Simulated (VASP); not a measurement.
Si: single point with PBE

Crystal: Si.

```
Si
1.0
     3.94709    0.00000    0.00000
    -1.97355    3.41828    0.00000
     0.00000    0.00000    6.28633
Si
4
Direct
  0.33333 0.66667 0.99830
  0.66667 0.33333 0.49830
  0.33333 0.66667 0.37670
  0.66667 0.33333 0.87670
```

This cell differs from its parent crystal: epitaxial xy strain +3.0%.

```
Program             : VASP 6.6.1
Task                : single point
Functional          : PBE
Potentials or basis : VASP PAW PBE potentials, release 64 (Si)
Cutoff              : 520 eV
k mesh              : 12 × 12 × 4
Occupations         : fermi-dirac, width 0.02 eV
Spin                : no spin polarisation
```

```json
{
 "Pressure": "-3.0 GPa",
 "Largest force": "0.022 eV/Å",
 "Band gap on the k mesh": "0.40 eV, indirect (least direct gap 0.52 eV)"
}
```

Forces on the atoms (eV/Å):
```
Si   0.000  0.000 -0.022
Si   0.000  0.000 -0.022
Si   0.000  0.000  0.022
Si   0.000  0.000  0.022
```

Stress tensor (GPa, compression positive):
```
-4.97  0.00  0.00
 0.00 -4.97  0.00
 0.00  0.00  0.99
```

Levels at points of the mesh, in eV from the valence-band top:
| k point | band 5 | band 6 | band 7 | band 8 | band 9 | band 10 | band 11 | band 12 |
| --- | --- | --- | --- | --- | --- | --- | --- | --- |
| (0.00, 0.00, 0.00) | -1.59 | -0.09 | 0.00 | 0.00 | 0.52 | 1.92 | 1.92 | 2.78 |
| (0.50, 0.00, 0.00) | -4.36 | -2.99 | -2.72 | -1.30 | 0.40 | 2.34 | 3.16 | 3.31 |
| (0.00, 0.00, 0.50) | -0.98 | -0.98 | -0.98 | -0.98 | 1.39 | 1.39 | 2.93 | 2.93 |
| (0.50, 0.00, 0.50) | -2.33 | -2.33 | -2.12 | -2.12 | 1.00 | 1.00 | 1.91 | 1.91 |

Wall time 97 s on 1 thread of AMD EPYC 7R43 64-Core Processor (Zen 3), with other jobs on the host, peak memory 0.18 GiB.

Caveat: the cell differs from its parent crystal (epitaxial xy strain +3.0%). A k mesh can miss the band edges.
